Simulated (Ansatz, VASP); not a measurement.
# InSb in VASP and in Ansatz

```
CELL_PARAMETERS angstrom
4.66682 0.00000 0.00000
0.00000 4.66682 0.00000
0.00000 0.00000 5.19156
ATOMIC_POSITIONS crystal
In 0.50000 0.00000 0.99914
In 0.00000 0.50000 0.00086
Sb 0.50000 0.50000 0.50000
Sb 0.00000 0.00000 0.50000
```

Alike in both runs: functional PBE; k mesh 10 × 10 × 10; occupations gaussian, width 0.1 eV; no spin polarisation.

Ansatz relaxed the structure, and its values are those at the end. VASP's run is a single point on that final structure, the one shown.

```csv
,VASP,Ansatz
version,VASP 6.6.1,Ansatz 0.2.0
potentials or method,"VASP PAW PBE potentials, release 64 (In_d, Sb), cutoff 520 eV","scalar-relativistic, plane waves, PAW"
valence electrons in the cell,36,56
```

|  | VASP | Ansatz | Ansatz less VASP |
| --- | --- | --- | --- |
| gap on the k mesh at the Fermi level (eV) | none | none | - |
| pressure (GPa) | -0.1 | 0.0 | +0.07 |

A gap of «none» marks a metal or a gap that the smearing closes. The functional is the same, so the differences come from potentials, cutoffs and numerics. VASP's potentials hold 36 valence electrons a cell and Ansatz's 56, so a difference there can come from the potentials and not from the codes.

Neither program's run includes spin-orbit coupling.
